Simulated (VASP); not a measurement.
# Nb (Fm-3m) in VASP: a series of runs

The runs below take Nb through single point, with LDA.

Everything below comes from runs of VASP 6.6.1. Logs are shortened: lines on timing, memory, paths and dates and some standing lists are left out, and cuts for length are marked.

## Step 1: The cell of the first run

Symmetry: Fm-3m, No. 225, cubic system. Conventional cell: a = 4.230 Å, b = 4.230 Å, c = 4.230 Å, α = 90.00°, β = 90.00°, γ = 90.00°. Within 3.9 Å of Nb (site symmetry m-3m) lie 12 Nb at 2.99 Å.

## Step 2: Single point, LDA

Contents of INCAR:

```
SYSTEM = Nb
PREC     = Accurate       ! precision mode
ENCUT    = 520            ! plane-wave cutoff, eV
EDIFF    = 1E-6           ! SCF threshold, eV
ISMEAR   = 0              ! smearing method
SIGMA    = 0.15           ! smearing width, eV
LREAL    = .FALSE.        ! projectors in reciprocal space
LASPH    = .TRUE.         ! aspherical terms in the spheres
NELM     = 100            ! most SCF steps
ALGO     = Normal         ! electronic algorithm
ISIF     = 2              ! what is computed and relaxed
LWAVE    = .FALSE.        ! write WAVECAR
LCHARG   = .FALSE.        ! write CHGCAR
NBANDS   = 12             ! bands
```

Contents of KPOINTS:

```
regular mesh
0
G
  20 20 20
  0 0 0
```

Contents of POSCAR:

```
Nb
1.0
    0.0000000000      2.1150000000      2.1150000000
    2.1150000000      0.0000000000      2.1150000000
    2.1150000000      2.1150000000      0.0000000000
Nb
1
Direct
    0.0000000000      0.0000000000      0.0000000000
```

Potentials or basis: VASP PAW LDA potentials, release 64 (Nb_sv).

On the command line:

```
$ cat potpaw_LDA.64/Nb_sv/POTCAR > POTCAR
$ mpirun -np 1 vasp_std > vasp.out
```

OUTCAR:

```text
SYSTEM = Nb
   PREC = Accurate
   ENCUT = 520
   EDIFF = 1E-6
   ISMEAR = 0
   LREAL = .FALSE.
   LASPH = .TRUE.
   NELM = 100
   ISIF = 2

 ion  position               nearest neighbor table
   1  0.000  0.000  0.000-

  LATTYP: Found a face centered cubic cell.
 ALAT       =     4.2300000000

  Lattice vectors:

 A1 = (   0.0000000000,   2.1150000000,   2.1150000000)
 A2 = (   2.1150000000,   0.0000000000,   2.1150000000)
 A3 = (   2.1150000000,   2.1150000000,   0.0000000000)

Analysis of symmetry for initial positions (statically):
=====================================================================
 Subroutine PRICEL returns:
 Original cell was already a primitive cell.

 Routine SETGRP: Setting up the symmetry group for a
 face centered cubic supercell.

 Subroutine GETGRP returns: Found 48 space group operations
 (whereof 48 operations were pure point group operations)
 out of a pool of 48 trial point group operations.

The static configuration has the point symmetry O_h .

Analysis of symmetry for dynamics (positions and initial velocities):
=====================================================================
 Subroutine PRICEL returns:
 Original cell was already a primitive cell.

 Routine SETGRP: Setting up the symmetry group for a
 face centered cubic supercell.

 Subroutine GETGRP returns: Found 48 space group operations
 (whereof 48 operations were pure point group operations)
 out of a pool of 48 trial point group operations.

The dynamic configuration has the point symmetry O_h .

 Subroutine INISYM returns: Found 48 space group operations
 (whereof 48 operations are pure point group operations),
 and found     1 'primitive' translations

----------------------------------------------------------------------------------------

                                     Primitive cell

  volume of cell :      18.9217

  direct lattice vectors                    reciprocal lattice vectors
     0.000000000  2.115000000  2.115000000    -0.236406619  0.236406619  0.236406619
     2.115000000  0.000000000  2.115000000     0.236406619 -0.236406619  0.236406619
     2.115000000  2.115000000  0.000000000     0.236406619  0.236406619 -0.236406619

  length of vectors
     2.991061684  2.991061684  2.991061684     0.409468276  0.409468276  0.409468276

  position of ions in fractional coordinates (direct lattice)
     0.000000000  0.000000000  0.000000000

  ion indices of the primitive-cell ions
   primitive index   ion index
                 1           1

----------------------------------------------------------------------------------------

 KPOINTS: regular mesh

Automatic generation of k-mesh.
 Grid dimensions read from file:
 generate k-points for:   20   20   20

 Generating k-lattice:

  Cartesian coordinates                     Fractional coordinates (reciprocal lattice)
    -0.011820331  0.011820331  0.011820331     0.050000000  0.000000000  0.000000000
     0.011820331 -0.011820331  0.011820331     0.000000000  0.050000000  0.000000000
     0.011820331  0.011820331 -0.011820331     0.000000000  0.000000000  0.050000000

  Length of vectors
     0.020473414  0.020473414  0.020473414

  Shift w.r.t. Gamma in fractional coordinates (k-lattice)
     0.000000000  0.000000000  0.000000000

 Subroutine IBZKPT returns following result:
 ===========================================

 Found    256 irreducible k-points:

 Following reciprocal coordinates:
            Coordinates               Weight
  0.000000  0.000000  0.000000      1.000000
  0.050000  0.000000  0.000000      8.000000
  0.100000  0.000000  0.000000      8.000000
  0.150000  0.000000  0.000000      8.000000
  0.200000  0.000000  0.000000      8.000000
  0.250000  0.000000  0.000000      8.000000
[... 16 lines left out ...]
 -0.400000  0.050000  0.000000     24.000000
 -0.350000  0.050000  0.000000     24.000000
 [... further k-points ...]
   k-points           NKPTS =    256   k-points in BZ     NKDIM =    256   number of bands    NBANDS=     12
   number of dos      NEDOS =    301   number of ions     NIONS =      1
   total plane-waves  NPLWV =  13824
   dimension x,y,z NGX =    24 NGY =   24 NGZ =   24
   dimension x,y,z NGXF=    48 NGYF=   48 NGZF=   48
   ions per type =               1
   NGX,Y,Z   is equivalent  to a cutoff of  13.34, 13.34, 13.34 a.u.
   NGXF,Y,Z  is equivalent  to a cutoff of  26.68, 26.68, 26.68 a.u.
 SYSTEM =  Nb
   PREC   = accura    normal or accurate (medium, high low for compatibility)
   ISTART =      0    job   : 0-new  1-cont  2-samecut
   ICHARG =      2    charge: 1-file 2-atom 10-const
   ISPIN  =      1    spin polarized calculation?
   LNONCOLLINEAR =      F non collinear calculations
   LSORBIT =      F    spin-orbit coupling
   LASPH  =      T    aspherical Exc in radial PAW
   ENCUT  =  520.0 eV  38.22 Ry    6.18 a.u.   5.56  5.56  5.56*2*pi/ulx,y,z
   NELM   =    100;   NELMIN=  2; NELMDL= -5     # of ELM steps
   EDIFF  = 0.1E-05   stopping-criterion for ELM
   LREAL  =      F    real-space projection
   EDIFFG = 0.1E-04   stopping-criterion for IOM
   NSW    =      0    number of steps for IOM
   IBRION =     -1    ionic relax: 0-MD 1-quasi-New 2-CG
   NFREE  =      0    steps in history (QN), initial steepest desc. (CG)
   ISIF   =      2    stress and relaxation
   ISYM   =      2    0-nonsym 1-usesym 2-fastsym
   POTIM  = 0.5000    time-step for ionic-motion
   TEBEG  =    0.0;   TEEND  =   0.0 temperature during run
   PSTRESS=    0.0 pullay stress
   NELECT =      13.0000    total number of electrons
   NUPDOWN=      -1.0000    fix difference up-down
   EMIN   =  10.00;   EMAX   =-10.00  energy-range for DOS
   EFERMI =   0.00;   METHOD = LEGACY
   ISMEAR =     0;   SIGMA  =   0.15  broadening in eV -4-tet -1-fermi 0-gaus
   EFERMI_NEDOS =   21; number of points for ismear=-14 and -15
   IALGO  =     38    algorithm
   IMIX   =      4    mixing-type and parameters
     AMIX     =   0.40;   BMIX     =  1.00
     AMIX_MAG =   1.60;   BMIX_MAG =  1.00
  volume/ion in A,a.u.               =      18.92       127.69
  Fermi-wavevector in a.u.,A,eV,Ry     =   1.444560  2.729823 28.392005  2.086754
  Thomas-Fermi vector in A             =   2.562841
   LORBIT       =      0    0 simple, 1 ext, 2 COOP (PROOUT), +10 PAW based schemes
   GGA     = CA    functional components
   LHFCALC =     F    Hartree Fock is set to
   AEXX    =    0.0000 exact exchange contribution
   IVDW    =     0    specifies the selected vdW correction
   LEPSILON=     F    determine dielectric tensor
   LRPA    =     F    only Hartree local field effects (RPA)
 non-spin polarized calculation
 Gauss-broadening in eV      SIGMA  =   0.15
  energy-cutoff  :      520.00
  volume of cell :       18.92
 maximum number of plane-waves:       532
 NGX is ok and might be reduce to    24
   NGX = 11   NGY = 11   NGZ = 11

 number of electron      13.0000001 magnetization

 Free energy of the ion-electron system (eV)
  ---------------------------------------------------
  ext. energy  EPLUGINS =         0.00000000
  ---------------------------------------------------
  free energy    TOTEN  =       -10.85765719 eV

  energy without entropy =      -10.84019076  energy(sigma->0) =      -10.84892398

 E-fermi :  10.6598     XC(G=0): -12.4658

 val. band max:       10.6408043716   @ k =   0.3500   0.1500   0.0500
 cond. band min:      10.6644906486   @ k =  -0.3500   0.0500   0.0000
 fundamental gap:      0.0236862770
 Fermi energy:        10.6598230397

 k-point     1 :       0.0000    0.0000    0.0000
  band No.  band energies     occupation
      1     -43.8308      2.00000
      2     -19.3885      2.00000
      3     -19.3885      2.00000
      4     -19.3885      2.00000
      5       4.4764      2.00000
      6      10.7462      0.41559
      7      10.7462      0.41559
      8      10.7462      0.41559
      9      13.2901      0.00000
     10      13.2901      0.00000
     11      22.5228      0.00000
     12      27.1939      0.00000

 k-point     2 :       0.0500    0.0000    0.0000
  band No.  band energies     occupation
      1     -43.8262      2.00000
      2     -19.4193      2.00000
      3     -19.3923      2.00000
      4     -19.3923      2.00000
      5       4.5696      2.00000
      6      10.6737      0.89576
      7      10.7896      0.22117
      8      10.7896      0.22117
      9      13.2512      0.00000
     10      13.2512      0.00000
     11      22.7108      0.00000
     12      26.7832      0.00000

 k-point     3 :       0.1000    0.0000    0.0000
  band No.  band energies     occupation
      1     -43.8128      2.00000
      2     -19.5079      2.00000
      3     -19.4034      2.00000
      4     -19.4034      2.00000
      5       4.8400      2.00000
      6      10.4819      1.90656
      7      10.9063      0.02012
      8      10.9063      0.02012
      9      13.1576      0.00000
     10      13.1576      0.00000
     11      23.2309      0.00000
     12      25.9148      0.00000
[... 286 lines left out ...]
 k-point    23 :      -0.4000    0.0500    0.0000
  band No.  band energies     occupation
      1     -43.6499      2.00000
      2     -20.4829      2.00000
      3     -19.5604      2.00000
      4     -19.5282      2.00000
      5       6.9461      2.00000
      6      10.5411      1.73682
      7      10.6932      0.75335
      8      11.3900      0.00000
      9      14.6981      0.00000
     10      15.2979      0.00000
     11      21.2821      0.00000
     12      23.1670      0.00000

 k-point    24 :      -0.3500    0.0500    0.0000
  band No.  band energies     occupation
      1     -43.6689      2.00000
      2     -20.3747      2.00000
      3     -19.5490      2.00000
      4     -19.5091      2.00000
      5       6.9276      2.00000
      6      10.6645      0.96490
      7      10.7975      0.19432
      8      10.8144      0.14494
      9      14.1725      0.00000
     10      14.8922      0.00000
     11      21.7107      0.00000
     12      24.1749      0.00000

 [... further k-points ...]

------------------------ aborting loop because EDIFF is reached ----------------------------------------

  FORCE on cell =-STRESS in cart. coord.  units (eV):
  Direction    XX          YY          ZZ          XY          YZ          ZX
  --------------------------------------------------------------------------------------
  -------------------------------------------------------------------------------------
  Total       -1.2631565     -1.2631565     -1.2631565     -0.0000000     -0.0000000      0.0000000
  in kB     -106.9563671   -106.9563671   -106.9563671     -0.0000000     -0.0000000      0.0000000
  external PRESSURE =    -106.9563671 kB  Pullay stress =       0.0000000 kB

 VOLUME and BASIS-vectors are now :
 -----------------------------------------------------------------------------
  energy-cutoff  :      520.00
  volume of cell :       18.92
      direct lattice vectors                 reciprocal lattice vectors
     0.000000000  2.115000000  2.115000000    -0.236406619  0.236406619  0.236406619
     2.115000000  0.000000000  2.115000000     0.236406619 -0.236406619  0.236406619
     2.115000000  2.115000000  0.000000000     0.236406619  0.236406619 -0.236406619

 POSITION                                       TOTAL-FORCE (eV/Angst)
 -----------------------------------------------------------------------------------
      0.00000      0.00000      0.00000         0.000000      0.000000     -0.000000
 -----------------------------------------------------------------------------------
    total drift:                                0.000000      0.000000      0.000000

  FREE ENERGIE OF THE ION-ELECTRON SYSTEM (eV)
  ---------------------------------------------------
  free  energy   TOTEN  =       -10.8576571931 eV

  energy  without entropy=      -10.8401907634  energy(sigma->0) =      -10.84892398
```

It took 16 s on 1 thread of Intel Xeon 6975P-C (Granite Rapids), shared host; peak memory 0.17 GiB.

Results:

- Free energy: -10.8577 eV
- Pressure: -10.7 GPa

Levels at points of the mesh, in eV from the Fermi level:
```
           k point  band 2  band 3  band 4  band 5  band 6  band 7  band 8  band 9  band 10  band 11
(0.00, 0.00, 0.00)  -30.05  -30.05  -30.05   -6.18    0.09    0.09    0.09    2.63     2.63    11.86
(0.50, 0.00, 0.00)  -31.23  -30.20  -30.20   -3.81   -0.11   -0.11    1.41    4.60     4.60    10.32
(0.50, 0.50, 0.00)  -31.15  -30.47  -30.47   -4.02   -3.29    3.58    4.56    5.17     5.17    11.17
```

## Step 3: Single point, LDA

Contents of INCAR:

```
SYSTEM = Nb
ALGO     = Fast           ! electronic algorithm
EDIFF    = 1E-6           ! SCF threshold, eV
ENCUT    = 520            ! plane-wave cutoff, eV
GGA      = CA             ! functional
ISIF     = 2              ! what is computed and relaxed
ISMEAR   = 0              ! smearing method
LASPH    = .TRUE.         ! aspherical terms in the spheres
LCHARG   = .FALSE.        ! write CHGCAR
LREAL    = .FALSE.        ! projectors in reciprocal space
LWAVE    = .FALSE.        ! write WAVECAR
NBANDS   = 12             ! bands
NELM     = 100            ! most SCF steps
PREC     = Accurate       ! precision mode
SIGMA    = 0.15           ! smearing width, eV
```

Contents of KPOINTS:

```
k-points
0
G
  22 22 22
  0 0 0
```

POSCAR is that of step 2.

Potentials or basis: VASP PAW LDA potentials, release 64 (Nb_sv).

On the command line:

```
$ cat potpaw_LDA.64/Nb_sv/POTCAR > POTCAR
$ mpirun -np 1 vasp_std > vasp.out
```

Run time: 41 s. Hardware: 1 thread of Intel Xeon 6975P-C (Granite Rapids), shared host; peak memory 0.18 GiB.

Results (log left out):

```yaml
Free_energy: -10.8576 eV
Pressure: -10.7 GPa
```

Levels at points of the mesh, in eV from the Fermi level:
```tsv
k point	band 3	band 4	band 5	band 6	band 7	band 8	band 9	band 10
(0.00, 0.00, 0.00)	-30.05	-30.05	-6.18	0.09	0.09	0.09	2.63	2.63
(0.50, 0.00, 0.00)	-30.20	-30.20	-3.81	-0.10	-0.10	1.41	4.61	4.61
(0.50, 0.50, 0.00)	-30.46	-30.46	-4.02	-3.28	3.58	4.57	5.18	5.18
```
